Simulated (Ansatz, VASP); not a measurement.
**Two plane-wave programs on GaN**

File POSCAR:

```
GaN
1.0
    2.9674563568      0.0000000000      0.0000000000
   -1.4837281784      2.5698925896      0.0000000000
    0.0000000000      0.0000000000      5.0327427812
Ga N
2 2
Direct
    0.0000000000      0.0000000000      0.0000000000
    0.0000000000      0.0000000000      0.5000000000
    0.3333333333      0.6666666667      0.2500000000
    0.6666666667      0.3333333333      0.7500000000
```

The input INCAR.step1:

```
PREC = Accurate
ENCUT = 520
ISMEAR = -1
SIGMA = 0.08
LREAL = False
LASPH = True
NELM = 80
NBANDS = 26
GGA = PE
ALGO = Normal
EDIFF = 1E-4
LWAVE = True
LCHARG = False
```

The input INCAR.step2:

```
PREC = Accurate
ENCUT = 520
EDIFF = 1E-8
ISMEAR = -1
SIGMA = 0.08
LREAL = False
LASPH = True
NELM = 80
ALGO = Normal
ISIF = 2
LWAVE = False
LCHARG = False
METAGGA = R2SCAN
LMIXTAU = True
LEFG = True
NBANDS = 26
ISTART = 1
```

Contents of KPOINTS:

```
Automatic mesh
0
Gamma
  12 12 7
```

Input for Ansatz:

```yaml
crystal:
  lattice:
    - [2.9674563568, 0.0, 0.0]
    - [-1.4837281784, 2.5698925896, 0.0]
    - [0.0, 0.0, 5.0327427812]
  atoms:
    - { symbol: Ga, position: [0.0, 0.0, 0.0] }
    - { symbol: Ga, position: [0.0, 0.0, 0.5] }
    - { symbol: "N", position: [0.3333333333, 0.6666666667, 0.25] }
    - { symbol: "N", position: [0.6666666667, 0.3333333333, 0.75] }
kpoints:
  mp_grid: { grid: [12, 12, 7] }
  band_path:
    path:
      - [0.0, 0.0, 0.0]
      - [0.5, 0.0, 0.0]
      - [0.3333333333, 0.3333333333, 0.0]
      - [0.0, 0.0, 0.0]
      - [0.0, 0.0, 0.5]
      - [0.5, 0.0, 0.5]
      - [0.3333333333, 0.3333333333, 0.5]
      - [0.0, 0.0, 0.5]
      - [0.5, 0.0, 0.5]
    npoints: 14
scf:
  occupations: { method: fermi_dirac, width: 0.08 }
hamiltonian:
  xc: r2scan
  pseudopotentials: { kind: paw }
output:
  forces: true
  stress: true
  eigenvalues: true
  efg: { contact_densities: true }
  populations: true
  bader: true
  dos: { projected: true, de: 0.2, e_range: [-14, 8] }
  write_density: true
  write_potential: true
  elf: true
  volumetric_format: npy
```

Alike in both runs: task electric field gradients; functional r2SCAN; k mesh 12 × 12 × 7; occupations fermi-dirac, width 0.08 eV; no spin polarisation.

```csv
,VASP,Ansatz
version,VASP 6.6.1,Ansatz 0.2.0
potentials or method,"VASP PAW PBE potentials, release 64 (Ga_d, N)","PAW with Ansatz's default frozen-core files, scalar-relativistic"
plane-wave cutoff (eV),520,500
valence electrons in the cell,36,36
```

```csv
,VASP,Ansatz,Ansatz less VASP
pressure (GPa),1.1,0.0,-1.17
"traceless stress, the component that is largest in VASP (GPa)",0.09,0.03,-0.054
size of Vzz on the site where it differs most (V/Å²),14.9,12.0,-2.93
```

VASP's potentials were made for PBE, not for r2SCAN.
